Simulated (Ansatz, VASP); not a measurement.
**Two plane-wave programs on Mg2CdSe3**

The input INCAR:

```
PREC = Accurate ; ENCUT = 520
EDIFF = 1E-6 ; ISMEAR = 0
SIGMA = 0.1 ; LREAL = False
LASPH = True ; NELM = 80
ALGO = Normal ; ISIF = 2
LWAVE = False ; LCHARG = True
GGA = PE ; LELF = True
LVHAR = True ; NBANDS = 46
```

The input KPOINTS:

```
Automatic mesh
0
Gamma
  4 2 4
```

The input POSCAR:

```
Mg2CdSe3
1.0
    0.0000000000     -3.9553026000      0.0000000000
    7.9106052000      0.0000000000      0.0000000000
   -1.9776513000      1.9776513000      8.4024623000
Mg Cd Se
4 2 6
Direct
    0.6668930000      0.3334465000      0.3337860000
    0.6668930000      0.8334465000      0.3337860000
    0.3331070000      0.1665535000      0.6662140000
    0.3331070000      0.6665535000      0.6662140000
    0.0000000000      0.0000000000      0.0000000000
    0.0000000000      0.5000000000      0.0000000000
    0.8304310000      0.4152155000      0.6608620000
    0.8304310000      0.9152155000      0.6608620000
    0.5000000000      0.2500000000      0.0000000000
    0.5000000000      0.7500000000      0.0000000000
    0.1695690000      0.0847845000      0.3391380000
    0.1695690000      0.5847845000      0.3391380000
```

Input for Ansatz:

```yaml
crystal:
  lattice:
    - [0.0, -3.9553026, 0.0]
    - [7.9106052, 0.0, 0.0]
    - [-1.9776513, 1.9776513, 8.4024623]
  atoms:
    - { symbol: Mg, position: [0.666893, 0.3334465, 0.333786] }
    - { symbol: Mg, position: [0.666893, 0.8334465, 0.333786] }
    - { symbol: Mg, position: [0.333107, 0.1665535, 0.666214] }
    - { symbol: Mg, position: [0.333107, 0.6665535, 0.666214] }
    - { symbol: Cd, position: [0.0, 0.0, 0.0] }
    - { symbol: Cd, position: [0.0, 0.5, 0.0] }
    - { symbol: Se, position: [0.830431, 0.4152155, 0.660862] }
    - { symbol: Se, position: [0.830431, 0.9152155, 0.660862] }
    - { symbol: Se, position: [0.5, 0.25, 0.0] }
    - { symbol: Se, position: [0.5, 0.75, 0.0] }
    - { symbol: Se, position: [0.169569, 0.0847845, 0.339138] }
    - { symbol: Se, position: [0.169569, 0.5847845, 0.339138] }
basis:
  ecutwfc: 420
kpoints:
  mp_grid: { grid: [4, 2, 4] }
hamiltonian:
  xc: pbe
scf:
  occupations: { method: gaussian, width: 0.1 }
  lower_state_search: "off"
output:
  forces: true
  stress: true
  eigenvalues: true
```

Alike in both runs: task single point; functional PBE; k mesh 4 × 2 × 4; occupations gaussian, width 0.1 eV; no spin polarisation.

```csv
,VASP,Ansatz
version,VASP 6.6.1,Ansatz 0.2.0
potentials or method,"VASP PAW PBE potentials, release 64 (Mg, Cd, Se), cutoff 520 eV","scalar-relativistic, plane waves, PAW"
valence electrons in the cell,68,176
```

```tsv
	VASP	Ansatz	Ansatz less VASP
gap on the k mesh at the Fermi level (eV)	0.56	0.58	+0.012
least direct gap on the mesh (eV)	0.56	0.58	+0.012
pressure (GPa)	0.2	0.2	-0.06
traceless stress, the component that is largest in VASP (GPa)	-0.48	-0.46	+0.024
rms of the force components (eV/Å)	0.004	0.004	-0.0004
```

Atom by atom the forces differ by 0.007 eV/Å (rms over components). VASP's potentials hold 68 valence electrons a cell and Ansatz's 176, so a difference there can come from the potentials and not from the codes.
